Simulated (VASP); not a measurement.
Here is a VASP 6.6.1 calculation.

INCAR

```
SYSTEM = Te
  PREC = Accurate
  ENCUT = 600
  EDIFF = 1E-6
  ISMEAR = -1
  SIGMA = 0.1
  LREAL = .False.
  LASPH = .True.
  NELM = 80
  ALGO = Normal
  ISIF = 3
  LWAVE = .False.
  LCHARG = .False.
  GGA = PE
  IBRION = 2
  NSW = 32
  EDIFFG = -0.005
  PSTRESS = 500.0
```

File KPOINTS:

```
Automatic mesh
0
Gamma
  12 12 12
  0 0 0
```

File POSCAR:

```
Te
1.0
    1.5038989185     -0.8682764454      4.9389712231
    0.0000000000      1.7365528908      4.9389712231
   -1.5038989185     -0.8682764454      4.9389712231
Te
2
Direct
    0.2500001398      0.2500001398      0.2500001398
   -0.2500001398     -0.2500001398     -0.2500001398
```

Potentials or basis: VASP PAW PBE potentials, release 64 (Te).

Command:

```sh
$ cat potpaw_PBE.64/Te/POTCAR > POTCAR
$ mpirun -np 1 vasp_std > vasp.out
```

Task: Predict the band gap on the k mesh.

Result: Zero (band 6 reaches 19.56 eV, above the bottom of band 7 at 10.44 eV).

Final structure:
```
CELL_PARAMETERS angstrom
1.50390 -0.86828 4.93897
0.00000 1.73655 4.93897
-1.50390 -0.86828 4.93897
ATOMIC_POSITIONS crystal
Te 0.25000 0.25000 0.25000
Te 0.75000 0.75000 0.75000
```

Caveat: the relaxation stopped at its first step, so nothing moved; the cell is relaxed towards a set pressure, so the enthalpy falls and the energy may rise; spin-orbit coupling is left out, which moves the levels of the heavy elements.
